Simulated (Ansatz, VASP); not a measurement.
CeO2: VASP beside Ansatz

```
Ce O
1.0
     0.00000    2.73196    2.73196
     2.73196    0.00000    2.73196
     2.73196    2.73196    0.00000
Ce O
1 2
Direct
  0.00000 0.00000 0.00000
  0.25000 0.25000 0.25000
  0.75000 0.75000 0.75000
```

Alike in both runs: functional PBE; k mesh 10 × 10 × 10; occupations gaussian, width 0.02 eV; no spin polarisation.

Ansatz relaxed the structure, and its values are those at the end. VASP's run is a single point on that final structure, the one shown.

```csv
,VASP,Ansatz
version,VASP 6.6.1,Ansatz 0.2.0
potentials or method,"VASP PAW PBE potentials, release 64 (Ce, O), cutoff 520 eV","scalar-relativistic, plane waves, PAW"
valence electrons in the cell,24,24
```

VASP gave:

```
gap on the k mesh at the Fermi level (eV) : 1.89
least direct gap on the mesh (eV)         : 1.95
pressure (GPa)                            : 0.0
```

Question: Which values does Ansatz return?

Answer: gap on the k mesh at the Fermi level (eV): 1.92; least direct gap on the mesh (eV): 1.99; pressure (GPa): 0.0.

Neither program's run includes spin-orbit coupling.
